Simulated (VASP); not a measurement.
# Al5O8 (a cell with a defect) in VASP: further runs

Runs on Al5O8 (a cell with a defect). Level: LDA. Tasks: single point.

All numbers are computed with VASP 6.6.1; they aren't measurements. Logs are shortened: lines on timing, memory, paths and dates and some standing lists are left out, and cuts for length are marked.

### 1 The cell of the first run

The cell holds a defect, 39 atoms: a = 6.956 Å, b = 6.956 Å, c = 6.956 Å, α = 85.80°, β = 85.80°, γ = 85.80°.

### 2 Single point, LDA

File INCAR:

```
ALGO = Normal
EDIFF = 1E-6
ENCUT = 520
ISIF = 2
ISMEAR = -1
LASPH = T
LCHARG = F
LREAL = Auto
LWAVE = F
NBANDS = 120
NELECT = 188.0
NELM = 100
PREC = Accurate
SIGMA = 0.05
```

File KPOINTS:

```
k-points
0
Gamma
  2 2 2
```

File POSCAR:

```
Al5O8
1.0
   -4.7351000000     -2.7338110000      4.3003330000
    4.7351000000     -2.7338110000      4.3003330000
    0.0000000000      5.4676230000      4.3003330000
Al O
15 24
Direct
    0.3497332841      0.3524597313      0.3531708367
    0.1489909285      0.1493856403      0.1434971186
    0.6505753583      0.6455408289      0.6499275261
    0.8572941522      0.8552665287      0.8461337272
    0.7043157211      0.7043554246      0.2044664881
    0.1472914868      0.1473303455      0.6474487004
    0.3524836505      0.3525218757      0.8526384981
    0.8530130375      0.3497727680      0.8525778141
    0.6433407896      0.1490289482      0.6495025544
    0.1497716572      0.6506092319      0.1456565456
    0.3459772298      0.8573330618      0.3553845815
    0.3524245466      0.8530502990      0.8498913318
    0.1493460117      0.6433790838      0.6491492896
    0.6454981057      0.1498101583      0.1507259152
    0.8552233408      0.3460155099      0.3574502089
    0.5980721782      0.4015272266      0.7557823296
    0.7506477987      0.5768216915      0.4200100655
    0.4050418684      0.7493784189      0.5978082029
    0.3975765828      0.6009965739      0.2606116552
    0.2501199148      0.3997834911      0.5985994426
    0.5926515317      0.2486511938      0.4054772331
    0.0986368459      0.9008746022      0.7412849042
    0.2411278067      0.0986761161      0.4009926621
    0.9008355038      0.2411666478      0.5987925729
    0.8992793916      0.1191797105      0.2298400413
    0.7296862782      0.8993192321      0.6192971211
    0.1191402870      0.7297244351      0.3994386070
    0.0976473988      0.4050793432      0.2494952372
    0.2556259917      0.5981110501      0.9016442275
    0.9198589444      0.7506916617      0.0769384837
    0.9053196617      0.5926903613      0.7487678428
    0.7604503469      0.3976204172      0.1011124201
    0.0984420374      0.2501598470      0.8999004990
    0.5767818437      0.9198958223      0.2508093310
    0.7493379845      0.0976890225      0.9051965999
    0.4014860956      0.2556663664      0.0982292724
    0.3997444624      0.0984817647      0.7502780166
    0.2486124878      0.9053601806      0.0928089180
    0.6009582750      0.7604881688      0.8977472046
```

Potentials or basis: VASP PAW LDA potentials, release 64 (Al, O).

Launch:

```sh
$ cat potpaw_LDA.64/Al/POTCAR potpaw_LDA.64/O/POTCAR > POTCAR
$ mpirun -np 1 vasp_std > vasp.out
```

OUTCAR:

```text
EDIFF = 1E-6
   ENCUT = 520
   ISIF = 2
   ISMEAR = -1
   LASPH = T
   LREAL = Auto
   NELECT = 188.0
   NELM = 100
   PREC = Accurate

 ion  position               nearest neighbor table
   1  0.350  0.352  0.353-  20 1.84  21 1.84  19 1.85  36 1.94  28 1.94  23 1.97   2 2.64  14 2.76
                             6 2.77  10 2.78  13 3.17   9 3.19
   2  0.149  0.149  0.143-  25 1.82  33 1.83  38 1.83  23 1.95  36 1.95  28 1.97   1 2.64   7 2.75
                            11 2.76  15 2.78   8 3.17  12 3.19
   3  0.651  0.646  0.650-  17 1.78  16 1.85  18 1.86  26 1.88  31 1.95  39 1.95   4 2.64   8 2.76
                            12 2.78   5 3.09   7 3.20  15 3.20  11 3.25
   4  0.857  0.855  0.846-  30 1.78  22 1.82  35 1.86  26 1.86  39 1.95  31 1.99   3 2.64  13 2.76
                             9 2.78   5 2.80   6 3.14  10 3.20  14 3.25
   5  0.704  0.704  0.204-  30 1.72  34 1.72  17 1.72  39 2.30  32 2.30  19 2.30   4 2.80  15 2.80
                            11 2.80  14 3.09  10 3.09   3 3.09
   6  0.147  0.147  0.647-  22 1.84  23 1.84  24 1.84  33 1.94  20 1.94  37 1.94   7 2.65   1 2.77
                             8 2.77  12 2.77   4 3.14  11 3.14  15 3.14
   7  0.352  0.353  0.853-  16 1.84  29 1.84  36 1.84  37 1.95  20 1.95  33 1.95   6 2.65  13 2.75
                             9 2.75   2 2.75  14 3.20  10 3.20   3 3.20
   8  0.853  0.350  0.853-  33 1.84  31 1.84  32 1.85  16 1.94  35 1.94  24 1.97   9 2.64   3 2.76
                             6 2.77  14 2.78   2 3.17  13 3.19
   9  0.643  0.149  0.650-  26 1.82  37 1.83  21 1.83  24 1.95  16 1.95  35 1.97   8 2.64   7 2.75
[... 23 lines left out ...]
  26  0.730  0.899  0.619-   9 1.82   4 1.86   3 1.88
  27  0.119  0.730  0.399-  13 1.82  11 1.86  10 1.88
  28  0.098  0.405  0.249-  10 1.86  15 1.86   1 1.94   2 1.97
  29  0.256  0.598  0.902-   7 1.84  10 1.85  12 1.94  13 1.95
  30  0.920  0.751  0.077-   5 1.72  10 1.78   4 1.78
  31  0.905  0.593  0.749-  13 1.83   8 1.84   3 1.95   4 1.99
  32  0.760  0.398  0.101-   8 1.85  15 1.95  14 1.95   5 2.30
  33  0.098  0.250  0.900-   2 1.83   8 1.84   6 1.94   7 1.95
  34  0.577  0.920  0.251-   5 1.72  14 1.78  11 1.78
  35  0.749  0.098  0.905-  14 1.86   4 1.86   8 1.94   9 1.97
  36  0.401  0.256  0.098-   7 1.84  14 1.85   1 1.94   2 1.95
  37  0.400  0.098  0.750-   9 1.83  12 1.84   6 1.94   7 1.95
  38  0.249  0.905  0.093-   2 1.83  12 1.84  10 1.95  11 1.99
  39  0.601  0.760  0.898-  12 1.85   4 1.95   3 1.95   5 2.30

  LATTYP: Found a trigonal (rhomboedric) cell.
 ALAT       =     6.9561310011
 COS(alpha) =     0.0732708973

  Lattice vectors:

 A1 = (  -4.7351000000,  -2.7338110000,   4.3003330000)
 A2 = (   4.7351000000,  -2.7338110000,   4.3003330000)
 A3 = (   0.0000000000,   5.4676230000,   4.3003330000)

Analysis of symmetry for initial positions (statically):
=====================================================================
 Subroutine PRICEL returns:
 Original cell was already a primitive cell.

[... 190 lines left out ...]
   NUPDOWN=      -1.0000    fix difference up-down
   EMIN   =  10.00;   EMAX   =-10.00  energy-range for DOS
   EFERMI =   0.00;   METHOD = LEGACY
   ISMEAR =    -1;   SIGMA  =   0.05  broadening in eV -4-tet -1-fermi 0-gaus
   EFERMI_NEDOS =   21; number of points for ismear=-14 and -15
   IALGO  =     38    algorithm
   IMIX   =      4    mixing-type and parameters
     AMIX     =   0.40;   BMIX     =  1.00
     AMIX_MAG =   1.60;   BMIX_MAG =  1.00
  volume/ion in A,a.u.               =       8.56        57.79
  Fermi-wavevector in a.u.,A,eV,Ry     =   1.351690  2.554324 24.858740  1.827066
  Thomas-Fermi vector in A             =   2.479091
   LORBIT       =      0    0 simple, 1 ext, 2 COOP (PROOUT), +10 PAW based schemes
   GGA     = CA    functional components
   LHFCALC =     F    Hartree Fock is set to
   AEXX    =    0.0000 exact exchange contribution
   IVDW    =     0    specifies the selected vdW correction
   LEPSILON=     F    determine dielectric tensor
   LRPA    =     F    only Hartree local field effects (RPA)
 non-spin polarized calculation
  energy-cutoff  :      520.00
  volume of cell :      334.00
 maximum number of plane-waves:      9016
 NGX is ok and might be reduce to    54
   NGX = 25   NGY = 25   NGZ = 25

 number of electron     188.0000048 magnetization

 Free energy of the ion-electron system (eV)
  ---------------------------------------------------
  ext. energy  EPLUGINS =         0.00000000
  ---------------------------------------------------
  free energy    TOTEN  =      -319.85750107 eV

  energy without entropy =     -319.75662471  energy(sigma->0) =     -319.80706289

 E-fermi :   5.3942     XC(G=0): -12.0378

 val. band max:        5.3273661789   @ k =   0.0000   0.5000   0.0000
 cond. band min:       5.4055312482   @ k =   0.5000   0.0000   0.0000
 fundamental gap:      0.0781650693
 Fermi energy:         5.3941993732

 k-point     1 :       0.0000    0.0000    0.0000
  band No.  band energies     occupation
      1     -13.8044      2.00000
      2     -12.7031      2.00000
      3     -12.7030      2.00000
      4     -12.4473      2.00000
      5     -11.9972      2.00000
      6     -11.9972      2.00000
[... 861 lines left out ...]
    105      15.2047      0.00000
    106      15.2047      0.00000
 [bands above 106 left out]

------------------------ aborting loop because EDIFF is reached ----------------------------------------

  FORCE on cell =-STRESS in cart. coord.  units (eV):
  Direction    XX          YY          ZZ          XY          YZ          ZX
  --------------------------------------------------------------------------------------
  -------------------------------------------------------------------------------------
  Total       -1.2210052     -1.2244931     -4.4452454      0.0037521     -0.0001055     -0.0011754
  in kB       -5.8570247     -5.8737557    -21.3233429      0.0179982     -0.0005059     -0.0056382
  external PRESSURE =     -11.0180411 kB  Pullay stress =       0.0000000 kB

 VOLUME and BASIS-vectors are now :
 -----------------------------------------------------------------------------
  energy-cutoff  :      520.00
  volume of cell :      334.00
      direct lattice vectors                 reciprocal lattice vectors
    -4.735100000 -2.733811000  4.300333000    -0.105594391 -0.060964948  0.077513382
     4.735100000 -2.733811000  4.300333000     0.105594391 -0.060964948  0.077513382
     0.000000000  5.467623000  4.300333000     0.000000000  0.121929897  0.077513368

 POSITION                                       TOTAL-FORCE (eV/Angst)
 -----------------------------------------------------------------------------------
      0.01291      0.01134      4.53842         0.025022     -0.012478      0.003390
      0.00187     -0.03112      1.90020        -0.000333     -0.018753      0.039583
     -0.02384      0.01022      8.36864         0.028987     -0.100243      0.028118
     -0.00960     -0.05548     11.00324         0.030334     -0.029721      0.087933
      0.00019     -2.73310      6.93703         0.000118      0.000668     -2.013439
      0.00018      2.73456      4.05122         0.000061      0.001034      0.066653
[... 31 lines left out ...]
      3.10977     -2.64730      5.36158         0.000775     -0.013383      0.036059
      0.75539      1.18661      9.71528        -0.149705      0.347415      0.155891
 -----------------------------------------------------------------------------------
    total drift:                                0.001596     -0.001042      0.005512

  FREE ENERGIE OF THE ION-ELECTRON SYSTEM (eV)
  ---------------------------------------------------
  free  energy   TOTEN  =      -319.8575010689 eV

  energy  without entropy=     -319.7566247109  energy(sigma->0) =     -319.80706289
```

OSZICAR:

```text
N       E                     dE             d eps       ncg     rms          rms(c)
DAV:   1     0.983734903495E+03    0.98373E+03   -0.10109E+05  1920   0.150E+03
DAV:   2    -0.284461386990E+03   -0.12682E+04   -0.12436E+04  2304   0.328E+02
DAV:   3    -0.348709646920E+03   -0.64248E+02   -0.63821E+02  2296   0.780E+01
DAV:   4    -0.349453893086E+03   -0.74425E+00   -0.74225E+00  2280   0.916E+00
[... 12 lines left out ...]
DAV:  17    -0.319857606242E+03    0.40102E-03   -0.16413E-03  2320   0.140E-01    0.894E-02
DAV:  18    -0.319857633536E+03   -0.27295E-04   -0.10785E-03  2568   0.106E-01    0.122E-01
DAV:  19    -0.319857504236E+03    0.12930E-03   -0.61365E-04  2592   0.579E-02    0.279E-02
DAV:  20    -0.319857501814E+03    0.24220E-05   -0.63449E-05  2264   0.238E-02    0.116E-02
DAV:  21    -0.319857501069E+03    0.74495E-06   -0.68786E-06  2168   0.869E-03
   1 F= -.31985750E+03 E0= -.31980706E+03  d E =-.100876E+00
```

Run time: 11 min. Hardware: 1 thread of Intel Xeon Platinum 8488C (Sapphire Rapids), shared host; peak memory 0.42 GiB.

What came out:

* Free energy: -319.8575 eV
* Largest force: 2.013 eV/Å

Forces on the atoms (eV/Å):
```
Al   0.025 -0.012  0.003
Al   0.000 -0.019  0.040
Al   0.029 -0.100  0.028
Al   0.030 -0.030  0.088
Al   0.000  0.001 -2.013
Al   0.000  0.001  0.067
Al   0.000  0.001  0.023
Al  -0.002  0.028  0.003
Al   0.016  0.010  0.040
Al   0.072  0.074  0.028
Al   0.011  0.041  0.089
Al  -0.023 -0.015  0.003
Al  -0.016  0.009  0.040
Al  -0.100  0.025  0.028
Al  -0.041 -0.011  0.089
O    0.018 -0.058  0.015
O   -0.004 -0.068  0.078
O   -0.025  0.033  0.077
O   -0.226 -0.303  0.156
O   -0.020 -0.013  0.026
O    0.011  0.008  0.037
O   -0.017 -0.002  0.042
O    0.010 -0.014  0.042
O    0.007  0.015  0.041
O    0.013 -0.037  0.053
O    0.026  0.030  0.053
O   -0.039  0.007  0.052
O   -0.016 -0.039  0.077
O    0.041  0.044  0.015
O    0.061  0.030  0.077
O   -0.012  0.006  0.037
O    0.375 -0.044  0.155
O    0.021 -0.010  0.026
O   -0.057  0.037  0.077
O    0.041  0.006  0.077
O   -0.059  0.013  0.014
O   -0.001  0.023  0.026
O    0.001 -0.013  0.036
O   -0.150  0.347  0.156
```

Levels at points of the mesh, in eV from the Fermi level:
```
           k point  band 92  band 93  band 94  band 95  band 96  band 97
(0.00, 0.00, 0.00)    -0.27    -0.23     0.09     0.24     0.24     6.59
(0.50, 0.00, 0.00)    -0.32    -0.21    -0.07     0.01     0.22     7.71
(0.00, 0.50, 0.00)    -0.32    -0.21    -0.07     0.01     0.22     7.71
(0.00, 0.00, 0.50)    -0.32    -0.21    -0.07     0.01     0.22     7.71
(0.50, 0.50, 0.00)    -0.30    -0.21    -0.12     0.09     0.19     8.00
(0.50, 0.00, 0.50)    -0.30    -0.21    -0.12     0.09     0.19     8.00
(0.00, 0.50, 0.50)    -0.30    -0.21    -0.12     0.09     0.19     8.00
(0.50, 0.50, 0.50)    -0.22    -0.22    -0.14     0.17     0.17     8.04
```

Caveat: the k points lie up to 0.45 Å⁻¹ apart; the cell carries a net charge on a neutralising background, which shifts energy and pressure; the cell is charged against a uniform background, so pressure and absolute levels hang on convention.

### 3 Single point, LDA

File INCAR:

```
SYSTEM = Al5O8
PREC = Accurate ; ENCUT = 520
EDIFF = 1E-6 ; ISMEAR = -1
SIGMA = 0.05 ; LREAL = Auto
LASPH = .TRUE. ; NELM = 100
ALGO = Normal ; ISIF = 2
LWAVE = .FALSE. ; LCHARG = .FALSE.
GGA = CA ; NBANDS = 120
NELECT = 188.0
```

File KPOINTS:

```
Automatic mesh
0
G
  2 2 2
  0 0 0
```

File POSCAR:

```
Al5O8
1.0
   -4.7351000000     -2.7338110000      4.3003330000
    4.7351000000     -2.7338110000      4.3003330000
    0.0000000000      5.4676230000      4.3003330000
Al O
15 24
Direct
    0.3519375131      0.3503352238      0.3564106255
    0.1466688263      0.1495097378      0.1501303613
    0.6426293764      0.6466111297      0.6529862935
    0.8500387301      0.8454324916      0.8614437894
    0.8369826899      0.8371229192      0.3375655800
    0.1463445712      0.1465076090      0.6469741077
    0.3516898732      0.3518543893      0.8523243179
    0.8557969618      0.3521051708      0.8508258775
    0.6495231876      0.1468227166      0.6499676720
    0.1523523490      0.6427253084      0.1470814731
    0.3607875433      0.8501429951      0.3458821550
    0.3501919603      0.8559174994      0.8525752979
    0.1493485177      0.6496716365      0.6472845854
    0.6464219523      0.1525272088      0.1431653216
    0.8452239842      0.3609062295      0.3506331811
    0.5982292734      0.4025022560      0.7559575456
    0.7588474196      0.5953093739      0.4227637380
    0.4009371503      0.7499952483      0.5939382894
    0.3816530427      0.5977420377      0.2682289990
    0.2479884820      0.4024990520      0.5998149426
    0.5969252758      0.2549316537      0.4076239061
    0.0969017233      0.9022813352      0.7505251617
    0.2499083044      0.0970464852      0.4027550584
    0.9021235411      0.2500608602      0.5975310277
    0.9041175423      0.0945846919      0.2515393168
    0.7509630017      0.9042476208      0.5950576707
    0.0944096054      0.7511311108      0.4047650160
    0.0932721039      0.4010468077      0.2504685269
    0.2552931389      0.5983980364      0.9029544147
    0.9221672194      0.7589941079      0.0957901321
    0.9069605694      0.5971077680      0.7554457514
    0.7675669699      0.3818728980      0.0982151393
    0.0991948254      0.2481600003      0.9029460231
    0.5951669573      0.9222964794      0.2594370964
    0.7498408664      0.0934629652      0.9015056984
    0.4023032478      0.2554769928      0.0988588382
    0.4023332458      0.0993442909      0.7486263351
    0.2547971185      0.9071381462      0.0975618487
    0.5975960737      0.7677430611      0.8823737748
```

Potentials or basis: VASP PAW LDA potentials, release 64 (Al, O).

Launch:

```sh
$ cat potpaw_LDA.64/Al/POTCAR potpaw_LDA.64/O/POTCAR > POTCAR
$ mpirun -np 1 vasp_std > vasp.out
```

Wall time 18 min (1 thread of Oxide Virtual Turin-like, shared host); peak memory 0.38 GiB.

Results (log left out):

```
Free energy   : -320.7085 eV
Largest force : 0.059 eV/Å
```

Forces on the atoms (eV/Å):
```
Al  -0.015  0.004 -0.010
Al   0.001  0.001 -0.003
Al   0.002  0.005 -0.010
Al   0.001 -0.014 -0.008
Al   0.002  0.003  0.036
Al  -0.001  0.000 -0.003
Al   0.000 -0.003  0.003
Al   0.007 -0.015 -0.011
Al  -0.001  0.002 -0.003
Al  -0.002 -0.002 -0.012
Al   0.012  0.005  0.001
Al   0.011  0.010 -0.009
Al   0.001  0.001 -0.001
Al   0.001  0.002 -0.010
Al  -0.011  0.005  0.001
O   -0.004  0.002 -0.001
O   -0.010 -0.019 -0.016
O    0.004  0.009  0.001
O   -0.032 -0.025  0.042
O   -0.001  0.009  0.000
O   -0.004 -0.005 -0.005
O    0.004  0.006 -0.005
O   -0.007  0.001 -0.006
O    0.003 -0.007 -0.006
O    0.002  0.018 -0.004
O   -0.013 -0.008 -0.005
O    0.012 -0.009 -0.005
O   -0.010 -0.002  0.004
O   -0.003 -0.003 -0.001
O    0.022  0.001 -0.016
O    0.002 -0.005 -0.003
O    0.036 -0.012  0.041
O   -0.007 -0.004 -0.001
O   -0.013  0.019 -0.016
O    0.008 -0.005  0.004
O    0.003  0.002 -0.001
O    0.007 -0.005 -0.001
O   -0.001  0.006 -0.004
O   -0.007  0.034  0.040
```

Levels at points of the mesh, in eV from the Fermi level:
| k point | band 90 | band 91 | band 92 | band 93 | band 94 | band 95 | band 96 | band 97 | band 98 | band 99 |
| --- | --- | --- | --- | --- | --- | --- | --- | --- | --- | --- |
| (0.00, 0.00, 0.00) | -0.39 | -0.20 | -0.16 | -0.16 | 0.13 | 0.17 | 0.17 | 6.73 | 9.44 | 9.84 |
| (0.50, 0.00, 0.00) | -0.42 | -0.41 | -0.30 | -0.12 | -0.07 | 0.00 | 0.14 | 8.04 | 8.27 | 10.00 |
| (0.00, 0.50, 0.00) | -0.42 | -0.41 | -0.30 | -0.12 | -0.07 | 0.00 | 0.14 | 8.04 | 8.28 | 10.00 |
| (0.00, 0.00, 0.50) | -0.42 | -0.41 | -0.30 | -0.12 | -0.07 | 0.00 | 0.14 | 8.04 | 8.27 | 10.00 |
| (0.50, 0.50, 0.00) | -0.39 | -0.30 | -0.26 | -0.16 | -0.07 | 0.06 | 0.12 | 8.83 | 8.96 | 9.04 |
| (0.50, 0.00, 0.50) | -0.39 | -0.30 | -0.26 | -0.16 | -0.07 | 0.06 | 0.12 | 8.83 | 8.96 | 9.04 |
| (0.00, 0.50, 0.50) | -0.39 | -0.30 | -0.26 | -0.16 | -0.07 | 0.06 | 0.12 | 8.83 | 8.96 | 9.04 |
| (0.50, 0.50, 0.50) | -0.31 | -0.27 | -0.13 | -0.13 | -0.12 | 0.10 | 0.10 | 8.92 | 9.12 | 9.69 |

Caveat: the k points lie up to 0.45 Å⁻¹ apart; the cell carries a net charge on a neutralising background, which shifts energy and pressure; the cell is charged against a uniform background, so pressure and absolute levels hang on convention.

(Continued in part 2 of 2.)
